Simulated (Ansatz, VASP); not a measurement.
Two plane-wave programs on GaN

The input INCAR:

```
PREC = Accurate ; ENCUT = 520
EDIFF = 1E-6 ; ISMEAR = 0
SIGMA = 0.02 ; LREAL = F
LASPH = T ; NELM = 60
ALGO = Normal ; ISIF = 2
LWAVE = F ; LCHARG = F
GGA = PS ; NBANDS = 16
```

The input KPOINTS:

```
Automatic mesh
0
Gamma
  10 10 10
```

POSCAR

```
GaN
1.0
    0.0000000000      2.2934326383      2.2934326383
    2.2934326383      0.0000000000      2.2934326383
    2.2934326383      2.2934326383      0.0000000000
Ga N
1 1
Direct
    0.0000000000      0.0000000000      0.0000000000
    0.7500000000      0.7500000000      0.7500000000
```

Input for Ansatz:

```yaml
crystal:
  lattice:
    - [0.0, 2.2934326383, 2.2934326383]
    - [2.2934326383, 0.0, 2.2934326383]
    - [2.2934326383, 2.2934326383, 0.0]
  atoms:
    - { symbol: Ga, position: [0.0, 0.0, 0.0] }
    - { symbol: "N", position: [0.75, 0.75, 0.75] }
basis:
  ecutwfc: 420
kpoints:
  mp_grid: { grid: [10, 10, 10] }
hamiltonian:
  xc: pbesol
scf:
  occupations: { method: gaussian, width: 0.02 }
output:
  forces: true
  stress: true
  eigenvalues: true
  populations: true
```

Alike in both runs: task single point; functional PBEsol; k mesh 10 × 10 × 10; occupations gaussian, width 0.02 eV; no spin polarisation.

|  | VASP | Ansatz |
| --- | --- | --- |
| version | VASP 6.6.1 | Ansatz 0.2.0 |
| potentials or method | VASP PAW PBE potentials, release 64 (Ga_d, N), cutoff 520 eV | scalar-relativistic, plane waves, PAW |
| valence electrons in the cell | 18 | 18 |

|  | VASP | Ansatz | Ansatz less VASP |
| --- | --- | --- | --- |
| gap on the k mesh at the Fermi level (eV) | 1.35 | 1.33 | -0.017 |
| least direct gap on the mesh (eV) | 1.35 | 1.33 | -0.017 |
| pressure (GPa) | -9.8 | -9.7 | +0.12 |

VASP's potentials were made for PBE, not for PBEsol. With one functional, cell and mesh, what is left measures potentials, basis and numerics.
